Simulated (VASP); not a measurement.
Here is a VASP 6.6.1 calculation.

File INCAR:

```
SYSTEM = Ti
PREC = Accurate ; ENCUT = 600
EDIFF = 1E-7 ; ISMEAR = -1
SIGMA = 0.1 ; LREAL = .False.
LASPH = .True. ; NELM = 80
ALGO = Normal ; ISIF = 3
LWAVE = .False. ; LCHARG = .False.
GGA = PE ; IBRION = 2
NSW = 32 ; EDIFFG = -0.005
PSTRESS = 380.0
```

Contents of KPOINTS:

```
regular mesh
0
Gamma
  17 17 16
  0 0 0
```

The input POSCAR:

```
Ti
1.0
    2.5230690150      0.0000000000      0.0000000000
   -1.2615345075      2.1850418624      0.0000000000
    0.0000000000      0.0000000000      2.4783319306
Ti
1
Direct
    0.0000000000      0.0000000000      0.0000000000
```

Potentials or basis: VASP PAW PBE potentials, release 64 (Ti_sv).

Command:

```bash
$ cat potpaw_PBE.64/Ti_sv/POTCAR > POTCAR
$ mpirun -np 1 vasp_std > vasp.out
```

Estimate the relaxed volume.

13.63 Å³/atom.

What does it give for the space group after relaxing (to 0.1 Å)?

P6/mmm (No. 191).

Step by step:
```csv
step,energy change (eV),largest force (eV/Å),pressure (GPa),volume (Å³)
1,0.0000,0.0000,37.51,13.66
2,0.0197,0.0000,38.78,13.58
3,0.0075,0.0000,38.00,13.63
```

Caveat: the cell is relaxed towards a set pressure, so the run minimises the enthalpy, not the energy.
